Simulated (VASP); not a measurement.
Input of a VASP 6.6.1 run:

The input INCAR:

```
SYSTEM = ZnO
PREC = Accurate
ENCUT = 520
EDIFF = 1E-7
ISMEAR = 0
SIGMA = 0.02
LREAL = .FALSE.
LASPH = .TRUE.
NELM = 60
ALGO = Normal
ISIF = 2
LWAVE = .FALSE.
LCHARG = .FALSE.
GGA = PE
NBANDS = 26
```

Contents of KPOINTS:

```
Automatic mesh
0
G
  12 12 6
  0 0 0
```

POSCAR

```
ZnO
1.0
    3.2793906870      0.0000000000      0.0000000000
   -1.6396953435      2.8400356439      0.0000000000
    0.0000000000      0.0000000000      5.2932331837
Zn O
2 2
Direct
    0.6666666667      0.3333333333      0.5006044145
    0.3333333333      0.6666666667      0.0006044145
    0.6666666667      0.3333333333      0.8797055855
    0.3333333333      0.6666666667      0.3797055855
```

Potentials or basis: VASP PAW PBE potentials, release 64 (Zn, O).

The run is started by

```console
$ cat potpaw_PBE.64/Zn/POTCAR potpaw_PBE.64/O/POTCAR > POTCAR
$ mpirun -np 1 vasp_std > vasp.out
```

Question: Predict the band gap on the k mesh.

Answer: 0.73 eV, direct.

Question: Estimate the pressure.

Answer: 0.9 GPa.

PBE gaps usually lie below the measured ones, often by a third to a half.
